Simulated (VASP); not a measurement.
A run of VASP 6.6.1:

INCAR

```
ALGO = Normal
EDIFF = 1E-8
ENCUT = 600
GGA = PS
IBRION = 6
ISIF = 3
ISMEAR = 0
LASPH = T
LCHARG = F
LREAL = F
LWAVE = F
NBANDS = 11
NELM = 100
NFREE = 2
NSW = 1
POTIM = 0.015
PREC = Accurate
SIGMA = 0.01
```

KPOINTS

```
k-points
0
Gamma
  10 10 6
```

POSCAR

```
C
1.0
    2.1273203072     -1.2282824400      0.0000000000
    2.1273203072      1.2282824400      0.0000000000
   -1.3790696309      0.0000000000      3.5028300786
C
2
Direct
    0.1666444700      0.1666444700      0.9999069600
    0.8333555300      0.8333555300      0.0000930400
```

Potentials or basis: VASP PAW PBE potentials, release 64 (C).

The run is started by

```bash
$ cat potpaw_PBE.64/C/POTCAR > POTCAR
$ mpirun -np 1 vasp_std > vasp.out
```

Hardware: 1 thread of Intel Xeon 6975P-C (shared host).

Task: Estimate the wall time of this run.

Result: Run time: 6.4 min on 1 thread of Intel Xeon 6975P-C (shared host), peak memory 0.24 GiB. Counts: scf iterations 164, k points 172.
